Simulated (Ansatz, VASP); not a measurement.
# TaN: VASP beside Ansatz

Contents of INCAR:

```
PREC = Accurate ; ENCUT = 520
EDIFF = 1E-7 ; ISMEAR = -1
SIGMA = 0.03 ; LREAL = F
LASPH = T ; NELM = 60
ALGO = Normal ; ISIF = 2
LWAVE = F ; LCHARG = F
GGA = CA ; NBANDS = 33
```

KPOINTS

```
Automatic mesh
0
Gamma
  5 5 8
```

POSCAR

```
TaN
1.0
    5.1849992558      0.0000000000      0.0000000000
   -2.5924996279      4.4903410741      0.0000000000
    0.0000000000      0.0000000000      2.8498400000
Ta N
3 3
Direct
    0.0000000000      0.0000000000      0.0000000000
    0.3333333333      0.6666666667      0.5000000000
    0.6666666667      0.3333333333      0.5000000000
    0.5000000000      0.0000000000      0.0000000000
    0.5000000000      0.5000000000      0.0000000000
    0.0000000000      0.5000000000      0.0000000000
```

Input for Ansatz:

```yaml
crystal:
  lattice:
    - [5.1849992558, 0.0, 0.0]
    - [-2.5924996279, 4.4903410741, 0.0]
    - [0.0, 0.0, 2.84984]
  atoms:
    - { symbol: Ta, position: [0.0, 0.0, 0.0] }
    - { symbol: Ta, position: [0.3333333333, 0.6666666667, 0.5] }
    - { symbol: Ta, position: [0.6666666667, 0.3333333333, 0.5] }
    - { symbol: "N", position: [0.5, 0.0, 0.0] }
    - { symbol: "N", position: [0.5, 0.5, 0.0] }
    - { symbol: "N", position: [0.0, 0.5, 0.0] }
kpoints:
  mp_grid: { grid: [5, 5, 8] }
  band_path:
    path:
      - [0.0, 0.0, 0.0]
      - [0.5, 0.0, 0.0]
      - [0.3333333333, 0.3333333333, 0.0]
      - [0.0, 0.0, 0.0]
      - [0.0, 0.0, 0.5]
      - [0.5, 0.0, 0.5]
      - [0.3333333333, 0.3333333333, 0.5]
      - [0.0, 0.0, 0.5]
      - [0.5, 0.0, 0.5]
    npoints: 5
scf:
  occupations: { method: fermi_dirac, width: 0.03 }
hamiltonian:
  xc: lda
  pseudopotentials: { kind: all_electron, lapw: { basis_error: 0.0005 } }
output:
  forces: true
  stress: true
  eigenvalues: true
```

Change from the starting cell: zz strain of -2 %.

Alike in both runs: task single point; functional LDA; k mesh 5 × 5 × 8; occupations fermi-dirac, width 0.03 eV; no spin polarisation.

```csv
,VASP,Ansatz
version,VASP 6.6.1,Ansatz 0.2.0
potentials or method,"VASP PAW LDA potentials, release 64 (Ta_pv, N), cutoff 520 eV","all-electron LAPW, scalar-relativistic"
```

```csv
,VASP,Ansatz,Ansatz less VASP
pressure (GPa),5.6,3.6,-2.05
"traceless stress, the component that is largest in VASP (GPa)",6.18,5.60,-0.580
```

LDA's correlation is that of Perdew and Zunger in VASP and of Perdew and Wang (1992) in Ansatz. Ansatz ran all-electron here, and VASP with PAW potentials.

Spin-orbit coupling is off throughout.
